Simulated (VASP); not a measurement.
## Au: single point with r2SCAN

Au:

```
Au
1.0
     0.00000    2.03500    2.03500
     2.03500    0.00000    2.03500
     2.03500    2.03500    0.00000
Au
1
Direct
  0.00000 0.00000 0.00000
```

- Program: VASP 6.6.1
- Task: single point
- Functional: r2SCAN
- Potentials or basis: VASP PAW PBE potentials, release 64 (Au)
- Cutoff: 550 eV
- k mesh: 6 × 6 × 6
- Occupations: gaussian, width 0.1 eV
- Spin: no spin polarisation
- Dipole correction: no
- Further INCAR settings: ALGO = Normal; EDIFF = 1e-06; NBANDS = 12

- Pressure: 8.6 GPa

Levels at points of the mesh, in eV from the Fermi level:
| k point | band 2 | band 3 | band 4 | band 5 | band 6 | band 7 | band 8 | band 9 | band 10 | band 11 |
| --- | --- | --- | --- | --- | --- | --- | --- | --- | --- | --- |
| (0.00, 0.00, 0.00) | -4.92 | -4.92 | -4.92 | -3.36 | -3.36 | 15.40 | 19.56 | 19.56 | 19.56 | 24.88 |
| (0.50, 0.00, 0.00) | -4.97 | -4.97 | -2.08 | -2.08 | -0.77 | 3.33 | 14.89 | 18.11 | 18.11 | 26.20 |
| (0.50, 0.50, 0.00) | -7.07 | -2.14 | -1.73 | -1.73 | 1.25 | 6.19 | 10.65 | 10.65 | 18.28 | 20.85 |

Run time: 14 s on 1 thread of Intel(R) Xeon(R) Platinum 8488C (Sapphire Rapids) (shared host), peak memory 0.14 GiB.

Caveat: the k points lie up to 0.45 Å⁻¹ apart; the PAW data sets were made with another functional, which shifts forces and pressure a little; spin-orbit coupling is left out, which moves the levels of the heavy elements.
